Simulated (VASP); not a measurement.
# Ca (P6_3/mmc) in VASP: notebook

Runs on Ca. Level: PBE. Tasks: electric field gradients, density of states.

All numbers are computed with VASP 6.6.1; they aren't measurements. Logs are shortened: lines on timing, memory, paths and dates and some standing lists are left out, and cuts for length are marked.

### 1 The cell of the first run

The structure is hexagonal, space group P6_3/mmc (No. 194). Conventional cell: a = 3.980 Å, b = 3.980 Å, c = 6.520 Å, α = 90.00°, β = 90.00°, γ = 120.00°. Within 5.2 Å of Ca (site symmetry -6m2) lie 12 Ca at 3.98 to 3.99 Å.

### 2 Electric field gradients, PBE

INCAR

```
SYSTEM = Ca
  PREC = Accurate
  ENCUT = 520
  EDIFF = 1E-8
  ISMEAR = -1
  SIGMA = 0.08
  LREAL = .False.
  LASPH = .True.
  NELM = 100
  ALGO = Normal
  ISIF = 2
  LWAVE = .False.
  LCHARG = .False.
  GGA = PE
  LEFG = .True.
  NBANDS = 17
```

KPOINTS

```
regular mesh
0
Gamma
  11 11 6
  0 0 0
```

POSCAR

```
Ca
1.0
    3.9799995206      0.0000000000      0.0000000000
   -1.9899997603      3.4467806919      0.0000000000
    0.0000000000      0.0000000000      6.5200000000
Ca
2
Direct
    0.3333333333      0.6666666667      0.2500000000
    0.6666666667      0.3333333333      0.7500000000
```

Potentials or basis: VASP PAW PBE potentials, release 64 (Ca_sv).

Run with:

```console
$ cat potpaw_PBE.64/Ca_sv/POTCAR > POTCAR
$ mpirun -np 1 vasp_std > vasp.out
```

OUTCAR:

```text
SYSTEM = Ca
   PREC = Accurate
   ENCUT = 520
   EDIFF = 1E-8
   ISMEAR = -1
   LREAL = .False.
   LASPH = .True.
   NELM = 100
   ISIF = 2
   GGA = PE

 ion  position               nearest neighbor table
   1  0.333  0.667  0.250-
   2  0.667  0.333  0.750-

  LATTYP: Found a hexagonal cell.
 ALAT       =     3.9799995206
 C/A-ratio  =     1.6381911521

  Lattice vectors:

 A1 = (   3.9799995206,   0.0000000000,   0.0000000000)
 A2 = (  -1.9899997603,   3.4467806919,   0.0000000000)
 A3 = (   0.0000000000,   0.0000000000,   6.5200000000)

Analysis of symmetry for initial positions (statically):
=====================================================================
 Subroutine PRICEL returns:
 Original cell was already a primitive cell.

 Routine SETGRP: Setting up the symmetry group for a
 hexagonal supercell.

 Subroutine GETGRP returns: Found 24 space group operations
 (whereof 12 operations were pure point group operations)
 out of a pool of 24 trial point group operations.

The static configuration has the point symmetry D_3d.
 The point group associated with its full space group is D_6h.

Analysis of symmetry for dynamics (positions and initial velocities):
=====================================================================
 Subroutine PRICEL returns:
 Original cell was already a primitive cell.

 Routine SETGRP: Setting up the symmetry group for a
 hexagonal supercell.

 Subroutine GETGRP returns: Found 24 space group operations
 (whereof 12 operations were pure point group operations)
 out of a pool of 24 trial point group operations.

The dynamic configuration has the point symmetry D_3d.
 The point group associated with its full space group is D_6h.

 Subroutine INISYM returns: Found 24 space group operations
 (whereof 12 operations are pure point group operations),
 and found     1 'primitive' translations

----------------------------------------------------------------------------------------

                                     Primitive cell

  volume of cell :      89.4426

  direct lattice vectors                    reciprocal lattice vectors
     3.979999521  0.000000000  0.000000000     0.251256312  0.145062899  0.000000000
    -1.989999760  3.446780692  0.000000000     0.000000000  0.290125798  0.000000000
     0.000000000  0.000000000  6.520000000     0.000000000  0.000000000  0.153374233

  length of vectors
     3.979999521  3.979999521  6.520000000     0.290125798  0.290125798  0.153374233

  position of ions in fractional coordinates (direct lattice)
     0.333333333  0.666666667  0.250000000
     0.666666667  0.333333333  0.750000000

  ion indices of the primitive-cell ions
   primitive index   ion index
                 1           1
                 2           2

----------------------------------------------------------------------------------------

 KPOINTS: regular mesh

Automatic generation of k-mesh.
 Grid dimensions read from file:
 generate k-points for:   11   11    6

 Generating k-lattice:

  Cartesian coordinates                     Fractional coordinates (reciprocal lattice)
     0.022841483  0.013187536  0.000000000     0.090909091 -0.000000000  0.000000000
     0.000000000  0.026375073  0.000000000     0.000000000  0.090909091  0.000000000
     0.000000000  0.000000000  0.025562372     0.000000000  0.000000000  0.166666667

  Length of vectors
     0.026375073  0.026375073  0.025562372

  Shift w.r.t. Gamma in fractional coordinates (k-lattice)
     0.000000000  0.000000000  0.000000000

 Subroutine IBZKPT returns following result:
 ===========================================

 Found     64 irreducible k-points:

 Following reciprocal coordinates:
            Coordinates               Weight
  0.000000  0.000000  0.000000      1.000000
  0.090909  0.000000  0.000000      6.000000
  0.181818 -0.000000  0.000000      6.000000
  0.272727  0.000000  0.000000      6.000000
  0.363636 -0.000000  0.000000      6.000000
  0.454545 -0.000000  0.000000      6.000000
[... 16 lines left out ...]
  0.090909  0.090909  0.166667     12.000000
  0.181818  0.090909  0.166667     24.000000
 [... further k-points ...]
   k-points           NKPTS =     64   k-points in BZ     NKDIM =     64   number of bands    NBANDS=     17
   number of dos      NEDOS =    301   number of ions     NIONS =      2
   total plane-waves  NPLWV =  43200
   dimension x,y,z NGX =    30 NGY =   30 NGZ =   48
   dimension x,y,z NGXF=    60 NGYF=   60 NGZF=   96
   ions per type =               2
   NGX,Y,Z   is equivalent  to a cutoff of  12.53, 12.53, 12.24 a.u.
   NGXF,Y,Z  is equivalent  to a cutoff of  25.06, 25.06, 24.48 a.u.
 SYSTEM =  Ca
   PREC   = accura    normal or accurate (medium, high low for compatibility)
   ISTART =      0    job   : 0-new  1-cont  2-samecut
   ICHARG =      2    charge: 1-file 2-atom 10-const
   ISPIN  =      1    spin polarized calculation?
   LNONCOLLINEAR =      F non collinear calculations
   LSORBIT =      F    spin-orbit coupling
   LASPH  =      T    aspherical Exc in radial PAW
   ENCUT  =  520.0 eV  38.22 Ry    6.18 a.u.   7.40  7.40 12.12*2*pi/ulx,y,z
   NELM   =    100;   NELMIN=  2; NELMDL= -5     # of ELM steps
   EDIFF  = 0.1E-07   stopping-criterion for ELM
   LREAL  =      F    real-space projection
   EDIFFG = 0.1E-06   stopping-criterion for IOM
   NSW    =      0    number of steps for IOM
   IBRION =     -1    ionic relax: 0-MD 1-quasi-New 2-CG
   NFREE  =      0    steps in history (QN), initial steepest desc. (CG)
   ISIF   =      2    stress and relaxation
   ISYM   =      2    0-nonsym 1-usesym 2-fastsym
   POTIM  = 0.5000    time-step for ionic-motion
   TEBEG  =    0.0;   TEEND  =   0.0 temperature during run
   PSTRESS=    0.0 pullay stress
   NELECT =      20.0000    total number of electrons
   NUPDOWN=      -1.0000    fix difference up-down
   EMIN   =  10.00;   EMAX   =-10.00  energy-range for DOS
   EFERMI =   0.00;   METHOD = LEGACY
   ISMEAR =    -1;   SIGMA  =   0.08  broadening in eV -4-tet -1-fermi 0-gaus
   EFERMI_NEDOS =   21; number of points for ismear=-14 and -15
   IALGO  =     38    algorithm
   IMIX   =      4    mixing-type and parameters
     AMIX     =   0.40;   BMIX     =  1.00
     AMIX_MAG =   1.60;   BMIX_MAG =  1.00
  volume/ion in A,a.u.               =      44.72       301.79
  Fermi-wavevector in a.u.,A,eV,Ry     =   0.993658  1.877741 13.433785  0.987355
  Thomas-Fermi vector in A             =   2.125555
   LORBIT       =      0    0 simple, 1 ext, 2 COOP (PROOUT), +10 PAW based schemes
   GGA     = PE    functional components
   LHFCALC =     F    Hartree Fock is set to
   AEXX    =    0.0000 exact exchange contribution
   IVDW    =     0    specifies the selected vdW correction
   LEPSILON=     F    determine dielectric tensor
   LRPA    =     F    only Hartree local field effects (RPA)
 non-spin polarized calculation
  energy-cutoff  :      520.00
  volume of cell :       89.44
 maximum number of plane-waves:      2442
 NGX is ok and might be reduce to    30
   NGX = 15   NGY = 15   NGZ = 25

 number of electron      20.0000006 magnetization

 Free energy of the ion-electron system (eV)
  ---------------------------------------------------
  ext. energy  EPLUGINS =         0.00000000
  ---------------------------------------------------
  free energy    TOTEN  =        -3.86816192 eV

  energy without entropy =       -3.81609495  energy(sigma->0) =       -3.84212843

 E-fermi :   1.7750     XC(G=0):  -7.5574

 val. band max:        1.7723023381   @ k =   0.3636   0.2727   0.5000
 cond. band min:       1.7908439027   @ k =   0.1818   0.1818   0.0000
 fundamental gap:      0.0185415647
 Fermi energy:         1.7749561760

 k-point     1 :       0.0000    0.0000    0.0000
  band No.  band energies     occupation
      1     -40.4031      2.00000
      2     -40.3930      2.00000
      3     -21.4325      2.00000
      4     -21.3443      2.00000
      5     -21.3443      2.00000
      6     -21.3289      2.00000
[... 9 lines left out ...]
     16       4.2746      0.00000
     17       4.6461      0.00000
[... 441 lines left out ...]
 k-point    24 :       0.1818    0.0909    0.1667
  band No.  band energies     occupation
      1     -40.3981      2.00000
      2     -40.3915      2.00000
      3     -21.4117      2.00000
      4     -21.3782      2.00000
      5     -21.3738      2.00000
      6     -21.3550      2.00000
[... 9 lines left out ...]
     16       4.5144      0.00000
     17       4.6966      0.00000

 [... further k-points ...]

------------------------ aborting loop because EDIFF is reached ----------------------------------------

  FORCE on cell =-STRESS in cart. coord.  units (eV):
  Direction    XX          YY          ZZ          XY          YZ          ZX
  --------------------------------------------------------------------------------------
  -------------------------------------------------------------------------------------
  Total       -0.4697153     -0.4697153     -0.4389315     -0.0000000     -0.0000000      0.0000000
  in kB       -8.4139714     -8.4139714     -7.8625431     -0.0000000     -0.0000000      0.0000000
  external PRESSURE =      -8.2301620 kB  Pullay stress =       0.0000000 kB

 VOLUME and BASIS-vectors are now :
 -----------------------------------------------------------------------------
  energy-cutoff  :      520.00
  volume of cell :       89.44
      direct lattice vectors                 reciprocal lattice vectors
     3.979999521  0.000000000  0.000000000     0.251256312  0.145062899  0.000000000
    -1.989999760  3.446780692  0.000000000     0.000000000  0.290125798  0.000000000
     0.000000000  0.000000000  6.520000000     0.000000000  0.000000000  0.153374233

 POSITION                                       TOTAL-FORCE (eV/Angst)
 -----------------------------------------------------------------------------------
     -0.00000      2.29785      1.63000        -0.000000      0.000000      0.000000
      1.99000      1.14893      4.89000         0.000000      0.000000      0.000000
 -----------------------------------------------------------------------------------
    total drift:                               -0.000000      0.000000     -0.000000

  FREE ENERGIE OF THE ION-ELECTRON SYSTEM (eV)
  ---------------------------------------------------
  free  energy   TOTEN  =        -3.8681619169 eV

  energy  without entropy=       -3.8160949455  energy(sigma->0) =       -3.84212843

 Electric field gradients (V/A^2)
---------------------------------------------------------------------
 ion       V_xx      V_yy      V_zz      V_xy      V_xz      V_yz
---------------------------------------------------------------------
   1       1.477     1.476    -2.953    -0.000     0.000    -0.000
   2       1.477     1.476    -2.953    -0.000    -0.000     0.000
---------------------------------------------------------------------

 Electric field gradients after diagonalization (V/A^2)
 (convention: |V_zz| > |V_xx| > |V_yy|)
----------------------------------------------------------------------
 ion       V_xx      V_yy      V_zz     asymmetry (V_yy - V_xx)/ V_zz
----------------------------------------------------------------------
   1       1.477     1.476    -2.953       0.000
   2       1.477     1.476    -2.953       0.000
----------------------------------------------------------------------

           NMR quadrupolar parameters

 Cq : quadrupolar parameter    Cq=e*Q*V_zz/h
 eta: asymmetry parameters     (V_yy - V_xx)/ V_zz
 Q  : nuclear electric quadrupole moment in mb (millibarn)
----------------------------------------------------------------------
 ion       Cq(MHz)       eta       Q (mb)
----------------------------------------------------------------------
   1      -0.007       0.000       1.000
   2      -0.007       0.000       1.000
----------------------------------------------------------------------
```

Run time: 62 s. Hardware: 1 thread of Intel Xeon Platinum 8559C (Emerald Rapids), shared host; peak memory 0.23 GiB.

Results:

```yaml
Free_energy: -3.8682 eV
Pressure: -0.8 GPa
Band_gap_on_the_k_mesh: zero (band 10 reaches 1.97 eV, above the bottom of band 11 at 1.53 eV)
```

Electric field gradients, principal values (V/Å²):
```
atom  least  middle  greatest (by size)
1 Ca  1.476   1.477              -2.953
2 Ca  1.476   1.477              -2.953
```

Caveat: without QUAD_EFG the Cq values of the log hold for a quadrupole moment of 1 mb, not for the nuclei.

### 3 Electric field gradients, PBE (volume scaled by 1.02)

INCAR

```
SYSTEM = Ca
ALGO = Normal ; EDIFF = 1E-8
ENCUT = 520 ; GGA = PE
ISIF = 2 ; ISMEAR = -1
LASPH = .TRUE. ; LCHARG = .FALSE.
LEFG = .TRUE. ; LREAL = .FALSE.
LWAVE = .FALSE. ; NBANDS = 17
NELM = 100 ; PREC = Accurate
SIGMA = 0.08
```

KPOINTS

```
k-points
0
G
  11 11 6
  0 0 0
```

POSCAR

```
Ca
1.0
    4.0063579015      0.0000000000      0.0000000000
   -2.0031789507      3.4696077193      0.0000000000
    0.0000000000      0.0000000000      6.5631800663
Ca
2
Direct
    0.3333333333      0.6666666667      0.2500000000
    0.6666666667      0.3333333333      0.7500000000
```

Potentials or basis: VASP PAW PBE potentials, release 64 (Ca_sv).

Run with:

```console
$ cat potpaw_PBE.64/Ca_sv/POTCAR > POTCAR
$ mpirun -np 1 vasp_std > vasp.out
```

OUTCAR:

```text
SYSTEM = Ca
   EDIFF = 1E-8
   ENCUT = 520
   GGA = PE
   ISIF = 2
   ISMEAR = -1
   LASPH = .TRUE.
   LREAL = .FALSE.
   NELM = 100
   PREC = Accurate

 ion  position               nearest neighbor table
   1  0.333  0.667  0.250-
   2  0.667  0.333  0.750-

  LATTYP: Found a hexagonal cell.
 ALAT       =     4.0063579015
 C/A-ratio  =     1.6381911521

  Lattice vectors:

 A1 = (   4.0063579015,   0.0000000000,   0.0000000000)
 A2 = (  -2.0031789507,   3.4696077193,   0.0000000000)
 A3 = (   0.0000000000,   0.0000000000,   6.5631800663)

Analysis of symmetry for initial positions (statically):
=====================================================================
 Subroutine PRICEL returns:
 Original cell was already a primitive cell.

 Routine SETGRP: Setting up the symmetry group for a
[... 671 lines left out ...]
  energy-cutoff  :      520.00
  volume of cell :       91.23
      direct lattice vectors                 reciprocal lattice vectors
     4.006357902  0.000000000  0.000000000     0.249603262  0.144108510  0.000000000
    -2.003178951  3.469607719  0.000000000     0.000000000  0.288217021  0.000000000
     0.000000000  0.000000000  6.563180066     0.000000000  0.000000000  0.152365163

 POSITION                                       TOTAL-FORCE (eV/Angst)
 -----------------------------------------------------------------------------------
     -0.00000      2.31307      1.64080         0.000000     -0.000000      0.000000
      2.00318      1.15654      4.92239        -0.000000      0.000000     -0.000000
 -----------------------------------------------------------------------------------
    total drift:                               -0.000000      0.000000     -0.000000

  FREE ENERGIE OF THE ION-ELECTRON SYSTEM (eV)
  ---------------------------------------------------
  free  energy   TOTEN  =        -3.8576554856 eV

  energy  without entropy=       -3.8052598553  energy(sigma->0) =       -3.83145767

 Electric field gradients (V/A^2)
---------------------------------------------------------------------
 ion       V_xx      V_yy      V_zz      V_xy      V_xz      V_yz
---------------------------------------------------------------------
   1       1.359     1.358    -2.718    -0.001     0.000    -0.000
   2       1.359     1.358    -2.718    -0.001    -0.000     0.000
---------------------------------------------------------------------

 Electric field gradients after diagonalization (V/A^2)
 (convention: |V_zz| > |V_xx| > |V_yy|)
----------------------------------------------------------------------
 ion       V_xx      V_yy      V_zz     asymmetry (V_yy - V_xx)/ V_zz
----------------------------------------------------------------------
   1       1.360     1.358    -2.718       0.001
   2       1.360     1.358    -2.718       0.001
----------------------------------------------------------------------

           NMR quadrupolar parameters

 Cq : quadrupolar parameter    Cq=e*Q*V_zz/h
 eta: asymmetry parameters     (V_yy - V_xx)/ V_zz
 Q  : nuclear electric quadrupole moment in mb (millibarn)
----------------------------------------------------------------------
 ion       Cq(MHz)       eta       Q (mb)
----------------------------------------------------------------------
   1      -0.007       0.001       1.000
   2      -0.007       0.001       1.000
----------------------------------------------------------------------
```

OSZICAR:

```text
N       E                     dE             d eps       ncg     rms          rms(c)
DAV:   1     0.171186480528E+03    0.17119E+03   -0.10053E+04  2176   0.105E+03
DAV:   2     0.548025020290E+01   -0.16571E+03   -0.16374E+03  2463   0.313E+02
DAV:   3    -0.348871205985E+01   -0.89690E+01   -0.89181E+01  4183   0.529E+01
DAV:   4    -0.385182764857E+01   -0.36312E+00   -0.36250E+00  2880   0.107E+01
DAV:   5    -0.386822906969E+01   -0.16401E-01   -0.16395E-01  3634   0.155E+00    0.316E+00
DAV:   6    -0.385906343235E+01    0.91656E-02   -0.25556E-02  2875   0.148E+00    0.193E+00
DAV:   7    -0.385840371125E+01    0.65972E-03   -0.34663E-02  2721   0.193E+00    0.132E-01
DAV:   8    -0.385761153898E+01    0.79217E-03   -0.34809E-03  2791   0.494E-01    0.242E-02
DAV:   9    -0.385765355840E+01   -0.42019E-04   -0.32740E-04  4068   0.767E-02    0.186E-02
DAV:  10    -0.385765780427E+01   -0.42459E-05   -0.45631E-05  2822   0.607E-02    0.936E-03
DAV:  11    -0.385765540056E+01    0.24037E-05   -0.40771E-06  3516   0.195E-02    0.362E-03
DAV:  12    -0.385765531503E+01    0.85526E-07   -0.22070E-07  4128   0.301E-03    0.991E-04
DAV:  13    -0.385765552830E+01   -0.21327E-06   -0.51786E-08  2972   0.177E-03    0.425E-04
DAV:  14    -0.385765549549E+01    0.32815E-07   -0.43667E-09  2165   0.549E-04    0.113E-04
DAV:  15    -0.385765548562E+01    0.98667E-08   -0.66346E-10  2029   0.228E-04
   1 F= -.38576555E+01 E0= -.38314577E+01  d E =-.523956E-01
```

stdout:

```text
POSCAR found type information on POSCAR Ca
 POSCAR found :  1 types and       2 ions
 scaLAPACK will be used
 LDA part: xc-table for (Slater+PW92), standard interpolation
 POSCAR, INCAR and KPOINTS ok, starting setup
 FFT: planning ... GRIDC
 FFT: planning ... GRID_SOFT
 FFT: planning ... GRID
 WAVECAR not read
 entering main loop
ion   1

ion   2
```

It took 65 s on 1 thread of Intel Xeon Platinum 8559C (Emerald Rapids), shared host; peak memory 0.24 GiB.

What came out:

| Quantity | Value |
| --- | --- |
| Free energy | -3.8577 eV |
| Pressure | -1.1 GPa |
| Band gap on the k mesh | zero (band 10 reaches 1.90 eV, above the bottom of band 11 at 1.44 eV) |

Levels at points of the mesh, in eV from the Fermi level:
```csv
k point,band 6,band 7,band 8,band 9,band 10,band 11,band 12,band 13,band 14,band 15
"(0.00, 0.00, 0.00)",-23.15,-23.15,-23.14,-3.93,-1.01,-0.26,2.17,2.19,2.19,2.47
"(0.00, 0.00, 0.50)",-23.16,-23.16,-23.16,-2.97,-2.97,1.34,1.34,2.18,2.18,2.18
```

Electric field gradients, principal values (V/Å²):
| atom | least | middle | greatest (by size) |
| --- | --- | --- | --- |
| 1 Ca | 1.358 | 1.360 | -2.718 |
| 2 Ca | 1.358 | 1.360 | -2.718 |

Caveat: without QUAD_EFG the Cq values of the log hold for a quadrupole moment of 1 mb, not for the nuclei.

(Part 1 of 2 ends here.)
